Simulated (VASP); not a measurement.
# Co (P6_3/mmc) in VASP: notebook, part 2 of 2

VASP 6.6.1. Earlier steps stand in the parts before.

## (4) Single point, BLYP, collinear spin, ferromagnetic start

Contents of INCAR:

```
PREC = Accurate
ENCUT = 520
EDIFF = 1E-6
ISMEAR = -1
SIGMA = 0.05
LREAL = F
LASPH = T
NELM = 150
ALGO = Normal
ISIF = 2
LWAVE = F
LCHARG = F
ISPIN = 2
MAGMOM = 1.673 1.673
LORBIT = 11
LMAXMIX = 4
GGA = B5
ALDAX = 1.0
AGGAX = 1.0
AGGAC = 1.0
ALDAC = 0.0
NBANDS = 20
```

Contents of KPOINTS:

```
Automatic mesh
0
Gamma
  23 23 13
```

Contents of POSCAR:

```
Co
1.0
    2.5325630064      0.0000000000      0.0000000000
   -1.2662815032      2.1932639002      0.0000000000
    0.0000000000      0.0000000000      4.0831687881
Co
2
Direct
    0.3333333333      0.6666666667      0.2500000000
    0.6666666667      0.3333333333      0.7500000000
```

Potentials or basis: VASP PAW PBE potentials, release 64 (Co).

On the command line:

```bash
$ cat potpaw_PBE.64/Co/POTCAR > POTCAR
$ mpirun -np 1 vasp_std > vasp.out
```

OUTCAR:

```text
PREC = Accurate
   ENCUT = 520
   EDIFF = 1E-6
   ISMEAR = -1
   LREAL = F
   LASPH = T
   NELM = 150
   ISIF = 2
   ISPIN = 2
   LORBIT = 11
   GGA = B5

 ion  position               nearest neighbor table
   1  0.333  0.667  0.250-   2 2.51   2 2.51   2 2.51   2 2.51   2 2.51   2 2.51
   2  0.667  0.333  0.750-   1 2.51   1 2.51   1 2.51   1 2.51   1 2.51   1 2.51

  LATTYP: Found a hexagonal cell.
 ALAT       =     2.5325630064
 C/A-ratio  =     1.6122674057

  Lattice vectors:

 A1 = (   2.5325630064,   0.0000000000,   0.0000000000)
 A2 = (  -1.2662815032,   2.1932639002,   0.0000000000)
 A3 = (   0.0000000000,   0.0000000000,   4.0831687881)

Analysis of symmetry for initial positions (statically):
=====================================================================
 Subroutine PRICEL returns:
 Original cell was already a primitive cell.

 Routine SETGRP: Setting up the symmetry group for a
 hexagonal supercell.

 Subroutine GETGRP returns: Found 24 space group operations
 (whereof 12 operations were pure point group operations)
 out of a pool of 24 trial point group operations.

The static configuration has the point symmetry D_3d.
 The point group associated with its full space group is D_6h.

Analysis of symmetry for dynamics (positions and initial velocities):
=====================================================================
 Subroutine PRICEL returns:
 Original cell was already a primitive cell.

 Routine SETGRP: Setting up the symmetry group for a
 hexagonal supercell.

 Subroutine GETGRP returns: Found 24 space group operations
 (whereof 12 operations were pure point group operations)
 out of a pool of 24 trial point group operations.

The dynamic configuration has the point symmetry D_3d.
 The point group associated with its full space group is D_6h.

Analysis of structural, dynamic, and magnetic symmetry:
=====================================================================
 Subroutine PRICEL returns:
 Original cell was already a primitive cell.

 Routine SETGRP: Setting up the symmetry group for a
 hexagonal supercell.

 Subroutine GETGRP returns: Found 24 space group operations
 (whereof 12 operations were pure point group operations)
 out of a pool of 24 trial point group operations.

The overall configuration has the point symmetry D_3d.
 The point group associated with its full space group is D_6h.

 Subroutine INISYM returns: Found 24 space group operations
 (whereof 12 operations are pure point group operations),
 and found     1 'primitive' translations

----------------------------------------------------------------------------------------

                                     Primitive cell

  volume of cell :      22.6803

  direct lattice vectors                    reciprocal lattice vectors
     2.532563006  0.000000000  0.000000000     0.394856909  0.227970743  0.000000000
    -1.266281503  2.193263900  0.000000000     0.000000000  0.455941485  0.000000000
     0.000000000  0.000000000  4.083168788     0.000000000  0.000000000  0.244907828

  length of vectors
     2.532563006  2.532563006  4.083168788     0.455941485  0.455941485  0.244907828

  position of ions in fractional coordinates (direct lattice)
     0.333333333  0.666666667  0.250000000
     0.666666667  0.333333333  0.750000000

[... 68 lines left out ...]
   ISTART =      0    job   : 0-new  1-cont  2-samecut
   ICHARG =      2    charge: 1-file 2-atom 10-const
   ISPIN  =      2    spin polarized calculation?
   LNONCOLLINEAR =      F non collinear calculations
   LSORBIT =      F    spin-orbit coupling
   LASPH  =      T    aspherical Exc in radial PAW
   ENCUT  =  520.0 eV  38.22 Ry    6.18 a.u.   4.71  4.71  7.59*2*pi/ulx,y,z
   NELM   =    150;   NELMIN=  2; NELMDL= -5     # of ELM steps
   EDIFF  = 0.1E-05   stopping-criterion for ELM
   LREAL  =      F    real-space projection
   EDIFFG = 0.1E-04   stopping-criterion for IOM
   NSW    =      0    number of steps for IOM
   IBRION =     -1    ionic relax: 0-MD 1-quasi-New 2-CG
   NFREE  =      0    steps in history (QN), initial steepest desc. (CG)
   ISIF   =      2    stress and relaxation
   ISYM   =      2    0-nonsym 1-usesym 2-fastsym
   POTIM  = 0.5000    time-step for ionic-motion
   TEBEG  =    0.0;   TEEND  =   0.0 temperature during run
   PSTRESS=    0.0 pullay stress
   NELECT =      18.0000    total number of electrons
   NUPDOWN=      -1.0000    fix difference up-down
   EMIN   =  10.00;   EMAX   =-10.00  energy-range for DOS
   EFERMI =   0.00;   METHOD = LEGACY
   ISMEAR =    -1;   SIGMA  =   0.05  broadening in eV -4-tet -1-fermi 0-gaus
   EFERMI_NEDOS =   21; number of points for ismear=-14 and -15
   IALGO  =     38    algorithm
   IMIX   =      4    mixing-type and parameters
     AMIX     =   0.40;   BMIX     =  1.00
     AMIX_MAG =   1.60;   BMIX_MAG =  1.00
  volume/ion in A,a.u.               =      11.34        76.53
  Fermi-wavevector in a.u.,A,eV,Ry     =   1.515710  2.864277 31.257717  2.297377
  Thomas-Fermi vector in A             =   2.625197
   LORBIT       =     11    0 simple, 1 ext, 2 COOP (PROOUT), +10 PAW based schemes
   GGA     = B5    functional components
   LHFCALC =     F    Hartree Fock is set to
   AEXX    =    0.0000 exact exchange contribution
   IVDW    =     0    specifies the selected vdW correction
   LEPSILON=     F    determine dielectric tensor
   LRPA    =     F    only Hartree local field effects (RPA)
 spin polarized calculation
  energy-cutoff  :      520.00
  volume of cell :       22.68
 maximum number of plane-waves:       634
 NGX is ok and might be reduce to    20
   NGX =  9   NGY =  9   NGZ = 15

 number of electron      18.0000006 magnetization       3.1909414

 Free energy of the ion-electron system (eV)
  ---------------------------------------------------
  ext. energy  EPLUGINS =         0.00000000
  ---------------------------------------------------
  free energy    TOTEN  =       -12.13270308 eV

  energy without entropy =      -12.11696586  energy(sigma->0) =      -12.12483447

 E-fermi :  10.1070     XC(G=0): -12.5503

 val. band max:       10.1055442610   @ k =   0.3913   0.0435   0.2308
 cond. band min:      10.1083979421   @ k =   0.2174   0.1304   0.0000
 fundamental gap:      0.0028536812
 Fermi energy:        10.1069951062

 spin component 1

 k-point     1 :       0.0000    0.0000    0.0000
  band No.  band energies     occupation
      1       1.6096      1.00000
      2       5.2479      1.00000
      3       7.6146      1.00000
      4       7.6221      1.00000
      5       7.6221      1.00000
      6       7.9131      1.00000
[... 541 lines left out ...]
     19      34.8749      0.00000
     20      37.7249      0.00000

 [... further k-points ...]

 spin component 2

 k-point     1 :       0.0000    0.0000    0.0000
  band No.  band energies     occupation
      1       1.6374      1.00000
      2       6.1773      1.00000
      3       9.1874      1.00000
      4       9.1974      1.00000
      5       9.1974      1.00000
      6       9.5378      0.99999
[... 541 lines left out ...]
     19      34.9662      0.00000
     20      37.9069      0.00000

 [... further k-points ...]

------------------------ aborting loop because EDIFF is reached ----------------------------------------

  FORCE on cell =-STRESS in cart. coord.  units (eV):
  Direction    XX          YY          ZZ          XY          YZ          ZX
  --------------------------------------------------------------------------------------
  -------------------------------------------------------------------------------------
  Total       -0.0617639     -0.0617639     -0.0009216      0.0000000      0.0000000      0.0000000
  in kB       -4.3631194     -4.3631194     -0.0651067      0.0000000      0.0000000      0.0000000
  external PRESSURE =      -2.9304485 kB  Pullay stress =       0.0000000 kB

 VOLUME and BASIS-vectors are now :
 -----------------------------------------------------------------------------
  energy-cutoff  :      520.00
  volume of cell :       22.68
      direct lattice vectors                 reciprocal lattice vectors
     2.532563006  0.000000000  0.000000000     0.394856909  0.227970743  0.000000000
    -1.266281503  2.193263900  0.000000000     0.000000000  0.455941485  0.000000000
     0.000000000  0.000000000  4.083168788     0.000000000  0.000000000  0.244907828

 POSITION                                       TOTAL-FORCE (eV/Angst)
 -----------------------------------------------------------------------------------
     -0.00000      1.46218      1.02079         0.000000      0.000000      0.000000
      1.26628      0.73109      3.06238        -0.000000      0.000000      0.000000
 -----------------------------------------------------------------------------------
    total drift:                               -0.000000      0.000000     -0.000000

  FREE ENERGIE OF THE ION-ELECTRON SYSTEM (eV)
  ---------------------------------------------------
  free  energy   TOTEN  =       -12.1327030820 eV

  energy  without entropy=      -12.1169658567  energy(sigma->0) =      -12.12483447

 total charge

# of ion       s       p       d       tot
------------------------------------------
    1        0.467   0.465   7.290   8.222
    2        0.467   0.465   7.290   8.222
--------------------------------------------------
tot          0.934   0.931  14.579  16.444

 magnetization (x)

# of ion       s       p       d       tot
------------------------------------------
    1       -0.015  -0.048   1.682   1.619
    2       -0.015  -0.048   1.682   1.619
--------------------------------------------------
tot         -0.029  -0.097   3.364   3.237
```

OSZICAR:

```text
N       E                     dE             d eps       ncg     rms          rms(c)
DAV:   1     0.884874705863E+02    0.88487E+02   -0.79564E+03 32752   0.118E+03
DAV:   2    -0.930982086266E+01   -0.97797E+02   -0.88195E+02 31772   0.216E+02
DAV:   3    -0.138874413478E+02   -0.45776E+01   -0.43767E+01 35612   0.568E+01
DAV:   4    -0.139594267464E+02   -0.71985E-01   -0.71924E-01 39468   0.625E+00
DAV:   5    -0.139614030934E+02   -0.19763E-02   -0.19762E-02 36460   0.965E-01    0.133E+01
DAV:   6    -0.126236107801E+02    0.13378E+01   -0.72659E+00 36012   0.537E+01    0.720E+00
DAV:   7    -0.121592017810E+02    0.46441E+00   -0.12642E+00 36232   0.208E+01    0.345E+00
DAV:   8    -0.121459815489E+02    0.13220E-01   -0.14467E-02 41056   0.974E-01    0.158E+00
DAV:   9    -0.121332714819E+02    0.12710E-01   -0.23325E-03 50360   0.819E-01    0.488E-01
DAV:  10    -0.121326853184E+02    0.58616E-03   -0.71713E-04 40872   0.337E-01    0.615E-02
DAV:  11    -0.121327022484E+02   -0.16930E-04   -0.63013E-05 34836   0.733E-02    0.316E-02
DAV:  12    -0.121327030820E+02   -0.83359E-06   -0.39355E-06 37560   0.212E-02
   1 F= -.12132703E+02 E0= -.12124834E+02  d E =-.157372E-01  mag=     3.1894
```

stdout:

```text
POSCAR found type information on POSCAR Co
 POSCAR found :  1 types and       2 ions
 scaLAPACK will be used
 -----------------------------------------------------------------------------
|                                                                             |
|                                                                             |
|     You enforced a specific xc type in the INCAR file but a different       |
|     I HOPE YOU KNOW WHAT YOU ARE DOING!                                     |
|                                                                             |
 -----------------------------------------------------------------------------

 LDA part: xc-table for (Slater(with rela. corr.)+VWN5), standard interpolation
 POSCAR, INCAR and KPOINTS ok, starting setup
 FFT: planning ... GRIDC
 FFT: planning ... GRID_SOFT
 FFT: planning ... GRID
 WAVECAR not read
 entering main loop
```

It took 3.6 min on 1 thread of Intel Xeon 6975P-C, shared host; peak memory 0.34 GiB.

Results:

```
Free energy                                           : -12.1327 eV
Pressure                                              : -0.3 GPa
Net moment                                            : 3.19 μB per cell
Site moments                                          : Co +1.62 μB
Valence electrons inside the program's atomic spheres : Co 8.22
```

Caveat: the PAW data sets were made with another functional, which shifts forces and pressure a little.

## (5) The runs side by side

| task | cell | k mesh | cutoff (eV) | gap on the mesh (eV) | pressure (GPa) | moment (μB) |
| --- | --- | --- | --- | --- | --- | --- |
| single point | a = 2.533, b = 2.533, c = 4.083 Å, angles 90.0, 90.0, 120.0°, 2 atoms | 14 × 14 × 8 | 520 | none | -0.3 | 3.17 |
| relaxation of cell and atoms | relaxed from a = 2.507, b = 2.507, c = 4.069 Å, angles 90.0, 90.0, 120.0°, 2 atoms | 14 × 14 × 8 | 600 | none | 0.0 | 3.16 |
| single point | a = 2.533, b = 2.533, c = 4.083 Å, angles 90.0, 90.0, 120.0°, 2 atoms | 23 × 23 × 13 | 520 | none | -0.3 | 3.19 |

Alike in all rows: level BLYP; potentials or basis VASP PAW PBE potentials, release 64 (Co); spin collinear, ferromagnetic start; smearing fermi-dirac 0.05 eV.

Caveats: the PAW data sets were made with another functional, which shifts forces and pressure a little.

Absolute energies hang on the potentials; compare differences alone.
